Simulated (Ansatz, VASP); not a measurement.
## One calculation of Mg3Te2O, two programs

```
Mg Te O
1.0
     6.53721    0.00000    0.00000
    -3.26861    5.66139    0.00000
     0.00000    0.00000    4.32827
Mg Te O
3 2 1
Direct
  0.50000 0.50000 0.53222
  0.50000 0.00000 0.53222
  0.00000 0.50000 0.53222
  0.66667 0.33333 0.03223
  0.33333 0.66667 0.03223
  0.00000 0.00000 0.53253
```

Change from the starting cell: species swapped into the ErCo3Ge2 type (P6mm, No. 183).

Alike in both runs: functional PBE; k mesh 3 × 3 × 3; occupations gaussian, width 0.15 eV; no spin polarisation.

Ansatz relaxed the structure, and its values are those at the end. VASP's run is a single point on that final structure, the one shown.

```csv
,VASP,Ansatz
version,VASP 6.6.1,Ansatz 0.2.0
potentials or method,"VASP PAW PBE potentials, release 64 (Mg, Te, O), cutoff 600 eV","scalar-relativistic, plane waves, PAW"
valence electrons in the cell,24,68
```

|  | VASP | Ansatz | Ansatz less VASP |
| --- | --- | --- | --- |
| gap on the k mesh at the Fermi level (eV) | none | none | - |
| pressure (GPa) | -0.1 | -0.1 | +0.05 |

A gap of «none» marks a metal or a gap that the smearing closes. VASP's potentials hold 24 valence electrons a cell and Ansatz's 68, so a difference there can come from the potentials and not from the codes.

The k mesh is coarse, so the values compare programs but aren't converged. Spin-orbit coupling is off throughout.
